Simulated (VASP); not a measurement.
# NiGe (R-3m) in VASP: further runs, part 2 of 2

VASP 6.6.1.

**3. Relaxation of cell and atoms, PBEsol**

This run uses another cell than the first one, of 12.97 Å³/atom.

Input file INCAR:

```
SYSTEM = NiGe
PREC = Accurate ; ENCUT = 600
EDIFF = 1E-6 ; ISMEAR = 0
SIGMA = 0.1 ; LREAL = .False.
LASPH = .True. ; NELM = 80
ALGO = Normal ; ISIF = 3
LWAVE = .False. ; LCHARG = .False.
GGA = PS ; IBRION = 2
NSW = 100 ; EDIFFG = -0.01
```

Input file KPOINTS:

```
regular mesh
0
Gamma
  18 18 18
  0 0 0
```

Input file POSCAR:

```
NiGe
1.0
   -1.8648897864     -1.8648897864     -3.7297795728
   -1.8648897864     -3.7297795728     -1.8648897864
   -3.7297795728     -1.8648897864     -1.8648897864
Ni Ge
1 1
Direct
    0.0000000000      0.0000000000      0.0000000000
    0.5000000000      0.5000000000      0.5000000000
```

Potentials or basis: VASP PAW PBE potentials, release 64 (Ni, Ge_d).

On the command line:

```bash
$ cat potpaw_PBE.64/Ni/POTCAR potpaw_PBE.64/Ge_d/POTCAR > POTCAR
$ mpirun -np 1 vasp_std > vasp.out
```

OUTCAR:

```text
SYSTEM = NiGe
   PREC = Accurate
   ENCUT = 600
   EDIFF = 1E-6
   ISMEAR = 0
   LREAL = .False.
   LASPH = .True.
   NELM = 80
   ISIF = 3
   GGA = PS
   IBRION = 2
   NSW = 100
   EDIFFG = -0.01

 ion  position               nearest neighbor table
   1  0.000  0.000  0.000-   2 2.64   2 2.64   2 2.64   2 2.64   2 2.64   2 2.64
   2  0.500  0.500  0.500-   1 2.64   1 2.64   1 2.64   1 2.64   1 2.64   1 2.64

  LATTYP: Found a trigonal (rhomboedric) cell.
 ALAT       =     4.5680284032
 COS(alpha) =     0.8333333333

  Lattice vectors:

 A1 = (  -1.8648897864,  -1.8648897864,  -3.7297795728)
 A2 = (  -1.8648897864,  -3.7297795728,  -1.8648897864)
 A3 = (  -3.7297795728,  -1.8648897864,  -1.8648897864)

Analysis of symmetry for initial positions (statically):
=====================================================================
 Subroutine PRICEL returns:
 Original cell was already a primitive cell.

 Routine SETGRP: Setting up the symmetry group for a
 trigonal (rhombohedral) supercell.

 Subroutine GETGRP returns: Found 12 space group operations
 (whereof 12 operations were pure point group operations)
 out of a pool of 12 trial point group operations.

The static configuration has the point symmetry D_3d.

Analysis of symmetry for dynamics (positions and initial velocities):
=====================================================================
 Subroutine PRICEL returns:
 Original cell was already a primitive cell.

 Routine SETGRP: Setting up the symmetry group for a
 trigonal (rhombohedral) supercell.

 Subroutine GETGRP returns: Found 12 space group operations
 (whereof 12 operations were pure point group operations)
 out of a pool of 12 trial point group operations.

The dynamic configuration has the point symmetry D_3d.

 Subroutine INISYM returns: Found 12 space group operations
 (whereof 12 operations are pure point group operations),
 and found     1 'primitive' translations

----------------------------------------------------------------------------------------

                                     Primitive cell

  volume of cell :      25.9430

  direct lattice vectors                    reciprocal lattice vectors
    -1.864889786 -1.864889786 -3.729779573     0.134056180  0.134056180 -0.402168539
    -1.864889786 -3.729779573 -1.864889786     0.134056180 -0.402168539  0.134056180
    -3.729779573 -1.864889786 -1.864889786    -0.402168539  0.134056180  0.134056180

  length of vectors
     4.568028403  4.568028403  4.568028403     0.444614048  0.444614048  0.444614048

  position of ions in fractional coordinates (direct lattice)
     0.000000000  0.000000000  0.000000000
     0.500000000  0.500000000  0.500000000

  ion indices of the primitive-cell ions
   primitive index   ion index
                 1           1
                 2           2

----------------------------------------------------------------------------------------

 KPOINTS: regular mesh

[... 22 lines left out ...]
 Following reciprocal coordinates:
            Coordinates               Weight
  0.000000  0.000000  0.000000      1.000000
  0.055556 -0.000000 -0.000000      6.000000
  0.111111 -0.000000 -0.000000      6.000000
  0.166667  0.000000  0.000000      6.000000
  0.222222  0.000000  0.000000      6.000000
  0.277778 -0.000000 -0.000000      6.000000
[... 16 lines left out ...]
 -0.277778  0.055556  0.000000     12.000000
 -0.222222  0.055556 -0.000000     12.000000
 [... further k-points ...]
   k-points           NKPTS =    580   k-points in BZ     NKDIM =    580   number of bands    NBANDS=     16
   number of dos      NEDOS =    301   number of ions     NIONS =      2
   total plane-waves  NPLWV =  46656
   dimension x,y,z NGX =    36 NGY =   36 NGZ =   36
   dimension x,y,z NGXF=    72 NGYF=   72 NGZF=   72
   ions per type =               1   1
   NGX,Y,Z   is equivalent  to a cutoff of  13.10, 13.10, 13.10 a.u.
   NGXF,Y,Z  is equivalent  to a cutoff of  26.20, 26.20, 26.20 a.u.
 SYSTEM =  NiGe
   PREC   = accura    normal or accurate (medium, high low for compatibility)
   ISTART =      0    job   : 0-new  1-cont  2-samecut
   ICHARG =      2    charge: 1-file 2-atom 10-const
   ISPIN  =      1    spin polarized calculation?
   LNONCOLLINEAR =      F non collinear calculations
   LSORBIT =      F    spin-orbit coupling
   LASPH  =      T    aspherical Exc in radial PAW
   ENCUT  =  600.0 eV  44.10 Ry    6.64 a.u.   9.12  9.12  9.12*2*pi/ulx,y,z
   NELM   =     80;   NELMIN=  2; NELMDL= -5     # of ELM steps
   EDIFF  = 0.1E-05   stopping-criterion for ELM
   LREAL  =      F    real-space projection
   EDIFFG = -.1E-01   stopping-criterion for IOM
   NSW    =    100    number of steps for IOM
   IBRION =      2    ionic relax: 0-MD 1-quasi-New 2-CG
   NFREE  =      1    steps in history (QN), initial steepest desc. (CG)
   ISIF   =      3    stress and relaxation
   ISYM   =      2    0-nonsym 1-usesym 2-fastsym
   POTIM  = 0.5000    time-step for ionic-motion
   TEBEG  =    0.0;   TEEND  =   0.0 temperature during run
   PSTRESS=    0.0 pullay stress
   NELECT =      24.0000    total number of electrons
   NUPDOWN=      -1.0000    fix difference up-down
   EMIN   =  10.00;   EMAX   =-10.00  energy-range for DOS
   EFERMI =   0.00;   METHOD = LEGACY
   ISMEAR =     0;   SIGMA  =   0.10  broadening in eV -4-tet -1-fermi 0-gaus
   EFERMI_NEDOS =   21; number of points for ismear=-14 and -15
   IALGO  =     38    algorithm
   IMIX   =      4    mixing-type and parameters
     AMIX     =   0.40;   BMIX     =  1.00
     AMIX_MAG =   1.60;   BMIX_MAG =  1.00
  volume/ion in A,a.u.               =      12.97        87.54
  Fermi-wavevector in a.u.,A,eV,Ry     =   1.595164  3.014423 34.620691  2.544549
  Thomas-Fermi vector in A             =   2.693126
   LORBIT       =      0    0 simple, 1 ext, 2 COOP (PROOUT), +10 PAW based schemes
   GGA     = PS    functional components
   LHFCALC =     F    Hartree Fock is set to
   AEXX    =    0.0000 exact exchange contribution
   IVDW    =     0    specifies the selected vdW correction
   LEPSILON=     F    determine dielectric tensor
   LRPA    =     F    only Hartree local field effects (RPA)
 conjugate gradient relaxation of ions
 non-spin polarized calculation
 Gauss-broadening in eV      SIGMA  =   0.10
  energy-cutoff  :      600.00
  volume of cell :       25.94
 maximum number of plane-waves:       881
   NGX = 19   NGY = 19   NGZ = 19

--------------------------------------- Ionic step        1  -------------------------------------------

 number of electron      24.0000001 magnetization

 Free energy of the ion-electron system (eV)
  ---------------------------------------------------
  ext. energy  EPLUGINS =         0.00000000
  ---------------------------------------------------
  free energy    TOTEN  =       -10.96482773 eV

  energy without entropy =      -10.95884595  energy(sigma->0) =      -10.96183684

------------------------ aborting loop because EDIFF is reached ----------------------------------------

  FORCE on cell =-STRESS in cart. coord.  units (eV):
  Direction    XX          YY          ZZ          XY          YZ          ZX
  --------------------------------------------------------------------------------------
  -------------------------------------------------------------------------------------
  Total       -0.2022402     -0.2022402     -0.2022402     -1.8818447     -1.8818447     -1.8818447
  in kB      -12.4898867    -12.4898867    -12.4898867   -116.2183908   -116.2183908   -116.2183908
  external PRESSURE =     -12.4898867 kB  Pullay stress =       0.0000000 kB
[... 239 lines left out ...]
--------------------------------------- Ionic step        8  -------------------------------------------

 number of electron      23.9999999 magnetization

 Free energy of the ion-electron system (eV)
  ---------------------------------------------------
  ext. energy  EPLUGINS =         0.00000000
  ---------------------------------------------------
  free energy    TOTEN  =       -11.37454701 eV

  energy without entropy =      -11.36702307  energy(sigma->0) =      -11.37078504

 E-fermi :   9.4536     XC(G=0): -13.0112

 val. band max:        9.4515603775   @ k =  -0.2222  -0.4444   0.0556
 cond. band min:       9.4545650604   @ k =  -0.2778  -0.4444   0.2222
 fundamental gap:      0.0030046829
 Fermi energy:         9.4536205398

 k-point     1 :       0.0000    0.0000    0.0000
  band No.  band energies     occupation
      1     -15.2971      2.00000
      2     -15.2971      2.00000
      3     -15.2180      2.00000
      4     -15.1340      2.00000
      5     -15.1340      2.00000
      6      -4.2692      2.00000
[... 433 lines left out ...]
      3     -15.1775      2.00000
      4     -15.1572      2.00000
      5     -15.1438      2.00000
      6      -2.5960      2.00000
[... 8 lines left out ...]
     15      15.9381      0.00000
     16      19.1385      0.00000

 [... further k-points ...]
[... 5 lines left out ...]
  --------------------------------------------------------------------------------------
  -------------------------------------------------------------------------------------
  Total        0.0106151      0.0106151      0.0106151     -0.0115250     -0.0115250     -0.0115250
  in kB        0.6644126      0.6644126      0.6644126     -0.7213623     -0.7213623     -0.7213623
  external PRESSURE =       0.6644126 kB  Pullay stress =       0.0000000 kB
[... 17 lines left out ...]
  FREE ENERGIE OF THE ION-ELECTRON SYSTEM (eV)
  ---------------------------------------------------
  free  energy   TOTEN  =       -11.3745470087 eV

  energy  without entropy=      -11.3670230678  energy(sigma->0) =      -11.37078504

 reached required accuracy - stopping structural energy minimisation
```

OSZICAR:

```text
N       E                     dE             d eps       ncg     rms          rms(c)
DAV:   1     0.127169875951E+03    0.12717E+03   -0.13296E+04 19552   0.417E+03
[... 71 lines left out ...]
       N       E                     dE             d eps       ncg     rms          rms(c)
DAV:   1    -0.113757336969E+02   -0.13444E-02   -0.26469E-02 23416   0.182E+00    0.236E-01
DAV:   2    -0.113752307544E+02    0.50294E-03   -0.46874E-03 24304   0.108E+00    0.206E-01
DAV:   3    -0.113748346170E+02    0.39614E-03   -0.35936E-03 20296   0.790E-01    0.125E-01
DAV:   4    -0.113745461761E+02    0.28844E-03   -0.63963E-04 27952   0.428E-01    0.124E-02
DAV:   5    -0.113745471586E+02   -0.98257E-06   -0.43701E-05 20952   0.755E-02    0.664E-03
DAV:   6    -0.113745470087E+02    0.14997E-06   -0.23409E-06 15184   0.225E-02
   8 F= -.11374547E+02 E0= -.11370785E+02  d E =-.158136E-03
```

Wall time 48 min (1 thread of Intel Xeon 8259CL, shared host); peak memory 0.5 GiB.

Results:

- Free energy: -11.3745 eV
- Relaxed volume: 12.80 Å³/atom
- Relaxed cell: a = 4.076 Å, b = 4.076 Å, c = 4.076 Å, α = 40.34°, β = 40.34°, γ = 40.34°
- Space group after relaxing (to 0.1 Å): R-3m (No. 166)
- Energy gained by relaxing: 204.9 meV/atom
- Ionic steps: 8
- Pressure after relaxing: 0.1 GPa
- Band gap on the k mesh: zero (bands 12 and 13 overlap by 1.00 eV)

The path:
```
step  energy change (eV)  largest force (eV/Å)  pressure (GPa)  volume (Å³)
   1              0.0000                0.0000           -1.25        25.94
   2             -0.3701                0.0000            0.29        25.40
   3             -0.4032                0.0000            2.02        25.18
   4             -0.4048                0.0000            3.36        25.09
   5             -0.4047                0.0000           -2.98        26.12
   6             -0.4096                0.0000           -0.05        25.58
   7             -0.4096                0.0000           -0.17        25.59
   8             -0.4097                0.0000            0.07        25.60
```

Final structure:
```xyz
2
Lattice="-1.4962 -1.4962 -3.4843 -1.4962 -3.4843 -1.4962 -3.4843 -1.4962 -1.4962" Properties=species:S:1:pos:R:3 pbc="T T T"
Ni   -3.4843   -1.4962   -1.4962
Ge   -3.2384   -3.2384   -3.2384
```

Levels at points of the mesh, in eV from the Fermi level:
| k point | band 9 | band 10 | band 11 | band 12 | band 13 | band 14 | band 15 | band 16 |
| --- | --- | --- | --- | --- | --- | --- | --- | --- |
| (0.00, 0.00, 0.00) | -1.91 | -1.91 | -1.62 | -1.62 | 2.67 | 9.28 | 9.28 | 15.15 |
| (0.50, 0.00, 0.00) | -2.63 | -2.25 | -0.80 | -0.23 | 2.63 | 3.91 | 6.30 | 9.32 |
| (0.50, 0.50, 0.00) | -2.23 | -2.02 | -1.80 | -0.79 | -0.25 | 3.43 | 4.07 | 9.69 |
| (0.50, 0.50, 0.50) | -2.04 | -2.04 | -1.60 | -1.60 | 9.98 | 9.98 | 12.21 | 13.21 |

Caveat: the PAW data sets were made with another functional, which shifts forces and pressure a little. Spin polarisation is off, so any magnetic state and its effect on volume and gap are missing.
